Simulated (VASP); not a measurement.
# CoSi (P2_13) in VASP: single point with PBE+U

Aim: the single point of CoSi with PBE+U.

Everything below comes from runs of VASP 6.6.1. Logs are shortened: lines on timing, memory, paths and dates and some standing lists are left out, and cuts for length are marked.

## Step 1: The cell of the first run

Symmetry: P2_13, No. 198, cubic system. Conventional cell: a = 4.438 Å, b = 4.438 Å, c = 4.438 Å, α = 90.00°, β = 90.00°, γ = 90.00°. Co (site symmetry 3) has 7 Si at 2.28 to 2.47 Å and 6 Co at 2.72 Å within 3.0 Å. Within 3.0 Å of Si (site symmetry 3) lie 7 Co at 2.28 to 2.47 Å and 6 Si at 2.75 Å.

## Step 2: Single point, PBE+U

The input, INCAR:

```
ALGO = Normal ; EDIFF = 1E-6
ENCUT = 520 ; GGA = PE
ISIF = 2 ; ISMEAR = 0
LASPH = T ; LCHARG = T
LDAU = T ; LDAUJ = 0 0
LDAUL = 2 -1 ; LDAUPRINT = 1
LDAUTYPE = 2 ; LDAUU = 1 0
LELF = T ; LMAXMIX = 4
LREAL = F ; LVHAR = T
LWAVE = F ; NBANDS = 36
NELM = 150 ; PREC = Accurate
SIGMA = 0.03
```

The input, KPOINTS:

```
k-points
0
Gamma
  12 12 12
```

The input, POSCAR:

```
CoSi
1.0
    4.4380000000      0.0000000000      0.0000000000
    0.0000000000      4.4380000000      0.0000000000
    0.0000000000      0.0000000000      4.4380000000
Co Si
4 4
Direct
    0.1400000000      0.1400000000      0.1400000000
    0.3600000000      0.8600000000      0.6400000000
    0.6400000000      0.3600000000      0.8600000000
    0.8600000000      0.6400000000      0.3600000000
    0.8430000000      0.8430000000      0.8430000000
    0.6570000000      0.1570000000      0.3430000000
    0.3430000000      0.6570000000      0.1570000000
    0.1570000000      0.3430000000      0.6570000000
```

Potentials or basis: VASP PAW PBE potentials, release 64 (Co, Si).

On the command line:

```bash
$ cat potpaw_PBE.64/Co/POTCAR potpaw_PBE.64/Si/POTCAR > POTCAR
$ mpirun -np 1 vasp_std > vasp.out
```

OUTCAR:

```text
EDIFF = 1E-6
   ENCUT = 520
   GGA = PE
   ISIF = 2
   ISMEAR = 0
   LASPH = T
   LREAL = F
   NELM = 150
   PREC = Accurate

 ion  position               nearest neighbor table
   1  0.140  0.140  0.140-   5 2.28   6 2.33   7 2.33   8 2.33   7 2.47   8 2.47   6 2.47   2 2.72
                             4 2.72   2 2.72   4 2.72   3 2.72   3 2.72
   2  0.360  0.860  0.640-   6 2.28   5 2.33   7 2.33   8 2.33   7 2.47   8 2.47   5 2.47   1 2.72
                             3 2.72   1 2.72   3 2.72   4 2.72   4 2.72
   3  0.640  0.360  0.860-   7 2.28   6 2.33   5 2.33   8 2.33   8 2.47   6 2.47   5 2.47   4 2.72
                             2 2.72   2 2.72   4 2.72   1 2.72   1 2.72
   4  0.860  0.640  0.360-   8 2.28   6 2.33   7 2.33   5 2.33   6 2.47   5 2.47   7 2.47   3 2.72
                             1 2.72   1 2.72   3 2.72   2 2.72   2 2.72
   5  0.843  0.843  0.843-   1 2.28   2 2.33   3 2.33   4 2.33   3 2.47   4 2.47   2 2.47   6 2.75
                             7 2.75   8 2.75   6 2.75   8 2.75   7 2.75
   6  0.657  0.157  0.343-   2 2.28   1 2.33   3 2.33   4 2.33   3 2.47   4 2.47   1 2.47   8 2.75
                             5 2.75   5 2.75   7 2.75   7 2.75   8 2.75
   7  0.343  0.657  0.157-   3 2.28   2 2.33   1 2.33   4 2.33   4 2.47   2 2.47   1 2.47   8 2.75
                             5 2.75   8 2.75   6 2.75   6 2.75   5 2.75
   8  0.157  0.343  0.657-   4 2.28   2 2.33   3 2.33   1 2.33   2 2.47   1 2.47   3 2.47   7 2.75
                             5 2.75   7 2.75   5 2.75   6 2.75   6 2.75

  LATTYP: Found a simple cubic cell.
 ALAT       =     4.4380000000

  Lattice vectors:

 A1 = (   4.4380000000,   0.0000000000,   0.0000000000)
 A2 = (   0.0000000000,   4.4380000000,   0.0000000000)
 A3 = (   0.0000000000,   0.0000000000,   4.4380000000)

Analysis of symmetry for initial positions (statically):
=====================================================================
 Subroutine PRICEL returns:
 Original cell was already a primitive cell.

 Routine SETGRP: Setting up the symmetry group for a
 simple cubic supercell.

 Subroutine GETGRP returns: Found 12 space group operations
 (whereof  3 operations were pure point group operations)
 out of a pool of 48 trial point group operations.

The static configuration has the point symmetry C_3 .
 The point group associated with its full space group is T   .

[... 165 lines left out ...]
 NGX is ok and might be reduce to    36
   NGX = 17   NGY = 17   NGZ = 17

atom =   1  type =  1  l = 2

 onsite density matrix

spin component  1
[... 116 lines left out ...]
  o =  0.7355  v =  0.5999  0.1328  0.2909  0.7327  0.0328  0.0000  0.0000  0.0000  0.0000  0.0000      0.0000  0.0000  0.0000  0.0000  0.0000  0.0000  0.0000  0.0000  0.0000  0.0000
  o =  0.7355  v = -0.4997  0.7693 -0.0328  0.2696  0.2909  0.0000  0.0000  0.0000  0.0000  0.0000      0.0000  0.0000  0.0000  0.0000  0.0000  0.0000  0.0000  0.0000  0.0000  0.0000
  o =  0.7355  v =  0.0000  0.0000  0.0000  0.0000  0.0000  0.5999  0.1328  0.2909  0.7327  0.0328      0.0000  0.0000  0.0000  0.0000  0.0000  0.0000  0.0000  0.0000  0.0000  0.0000
  o =  0.7355  v =  0.0000  0.0000  0.0000  0.0000  0.0000 -0.4997  0.7693 -0.0328  0.2696  0.2909      0.0000  0.0000  0.0000  0.0000  0.0000  0.0000  0.0000  0.0000  0.0000  0.0000
  o =  0.7764  v = -0.5774 -0.5774  0.0000  0.5774 -0.0000  0.0000  0.0000  0.0000  0.0000  0.0000      0.0000  0.0000  0.0000  0.0000  0.0000  0.0000  0.0000  0.0000  0.0000  0.0000
  o =  0.7764  v =  0.0000  0.0000  0.0000  0.0000  0.0000 -0.5774 -0.5774  0.0000  0.5774 -0.0000      0.0000  0.0000  0.0000  0.0000  0.0000  0.0000  0.0000  0.0000  0.0000  0.0000
  o =  0.7869  v = -0.0787  0.2348 -0.2334  0.1561 -0.9273  0.0000  0.0000  0.0000  0.0000  0.0000      0.0000  0.0000  0.0000  0.0000  0.0000  0.0000  0.0000  0.0000  0.0000  0.0000
  o =  0.7869  v =  0.0000  0.0000  0.0000  0.0000  0.0000 -0.0787  0.2348 -0.2334  0.1561 -0.9273      0.0000  0.0000  0.0000  0.0000  0.0000  0.0000  0.0000  0.0000  0.0000  0.0000
  o =  0.7869  v =  0.0000  0.0000  0.0000  0.0000  0.0000  0.2257 -0.0447 -0.9273  0.1810  0.2334      0.0000  0.0000  0.0000  0.0000  0.0000  0.0000  0.0000  0.0000  0.0000  0.0000
  o =  0.7869  v =  0.2257 -0.0447 -0.9273  0.1810  0.2334  0.0000  0.0000  0.0000  0.0000  0.0000      0.0000  0.0000  0.0000  0.0000  0.0000  0.0000  0.0000  0.0000  0.0000  0.0000

 number of electron      51.9999992 magnetization

 Free energy of the ion-electron system (eV)
  ---------------------------------------------------
  ext. energy  EPLUGINS =         0.00000000
  ---------------------------------------------------
  free energy    TOTEN  =       -51.11094151 eV

  energy without entropy =      -51.11014216  energy(sigma->0) =      -51.11054184

 E-fermi :  11.9449     XC(G=0): -12.8337

 val. band max:       11.9425240138   @ k =   0.5000   0.5000   0.0000
 cond. band min:      11.9500667798   @ k =   0.0833   0.0833   0.0833
 fundamental gap:      0.0075427660
 Fermi energy:        11.9448710520

 k-point     1 :       0.0000    0.0000    0.0000
  band No.  band energies     occupation
      1      -1.6111      2.00000
      2       3.8289      2.00000
      3       3.8289      2.00000
      4       3.8289      2.00000
      5       6.5683      2.00000
      6       6.5683      2.00000
[... 925 lines left out ...]
     35      16.3627      0.00000
     36      18.0936      0.00000

 [... further k-points ...]
[... 5 lines left out ...]
  --------------------------------------------------------------------------------------
  -------------------------------------------------------------------------------------
  Total       -1.2661422     -1.2661422     -1.2661422      0.0000000      0.0000000      0.0000000
  in kB      -23.2076504    -23.2076504    -23.2076504      0.0000000      0.0000000      0.0000000
  external PRESSURE =     -23.2076504 kB  Pullay stress =       0.0000000 kB

 VOLUME and BASIS-vectors are now :
 -----------------------------------------------------------------------------
  energy-cutoff  :      520.00
  volume of cell :       87.41
      direct lattice vectors                 reciprocal lattice vectors
     4.438000000  0.000000000  0.000000000     0.225326724  0.000000000  0.000000000
     0.000000000  4.438000000  0.000000000     0.000000000  0.225326724  0.000000000
     0.000000000  0.000000000  4.438000000     0.000000000  0.000000000  0.225326724

 POSITION                                       TOTAL-FORCE (eV/Angst)
 -----------------------------------------------------------------------------------
      0.62132      0.62132      0.62132         0.135134      0.135134      0.135134
      1.59768      3.81668      2.84032        -0.135134     -0.135134      0.135134
      2.84032      1.59768      3.81668         0.135134     -0.135134     -0.135134
      3.81668      2.84032      1.59768        -0.135134      0.135134     -0.135134
      3.74123      3.74123      3.74123        -0.030321     -0.030321     -0.030321
      2.91577      0.69677      1.52223         0.030321      0.030321     -0.030321
      1.52223      2.91577      0.69677        -0.030321      0.030321      0.030321
      0.69677      1.52223      2.91577         0.030321     -0.030321      0.030321
 -----------------------------------------------------------------------------------
    total drift:                               -0.000000      0.000000      0.000000

  FREE ENERGIE OF THE ION-ELECTRON SYSTEM (eV)
  ---------------------------------------------------
  free  energy   TOTEN  =       -51.1109415095 eV

  energy  without entropy=      -51.1101421637  energy(sigma->0) =      -51.11054184
```

Wall time 6.4 min (1 thread of Intel Xeon Platinum 8259CL at 2.50GHz (Skylake/Cascade Lake), shared host); peak memory 0.41 GiB.

What came out:

- Free energy: -51.1109 eV
- Pressure: -2.3 GPa
- Largest force: 0.234 eV/Å
- Band gap on the k mesh: zero (bands 26 and 27 overlap by 0.19 eV)

Forces on the atoms (eV/Å):
```
Co   0.135  0.135  0.135
Co  -0.135 -0.135  0.135
Co   0.135 -0.135 -0.135
Co  -0.135  0.135 -0.135
Si  -0.030 -0.030 -0.030
Si   0.030  0.030 -0.030
Si  -0.030  0.030  0.030
Si   0.030 -0.030  0.030
```

Levels at points of the mesh, in eV from the Fermi level:
```csv
k point,band 24,band 25,band 26,band 27,band 28,band 29
"(0.00, 0.00, 0.00)",-0.80,-0.01,-0.01,-0.01,2.49,2.49
"(0.50, 0.00, 0.00)",-0.67,-0.46,-0.46,1.02,1.02,1.47
"(0.50, 0.50, 0.00)",-1.03,0.00,0.00,0.59,0.59,2.02
"(0.50, 0.50, 0.50)",-1.24,-0.19,-0.19,-0.19,-0.19,5.40
```

Eigenvalues of the final occupation matrices:
```csv
site,spin,trace,eigenvalues
site 1 d,1,3.82,0.74 0.74 0.78 0.79 0.79
site 1 d,2,3.82,0.74 0.74 0.78 0.79 0.79
site 2 d,1,3.82,0.74 0.74 0.78 0.79 0.79
site 2 d,2,3.82,0.74 0.74 0.78 0.79 0.79
site 3 d,1,3.82,0.74 0.74 0.78 0.79 0.79
site 3 d,2,3.82,0.74 0.74 0.78 0.79 0.79
site 4 d,1,3.82,0.74 0.74 0.78 0.79 0.79
site 4 d,2,3.82,0.74 0.74 0.78 0.79 0.79
```

Caveat: U without spin polarisation on a metal has little footing; the U is typed as a test and isn't derived for this compound. Spin polarisation is off, so any magnetic state and its effect on volume and gap are missing.
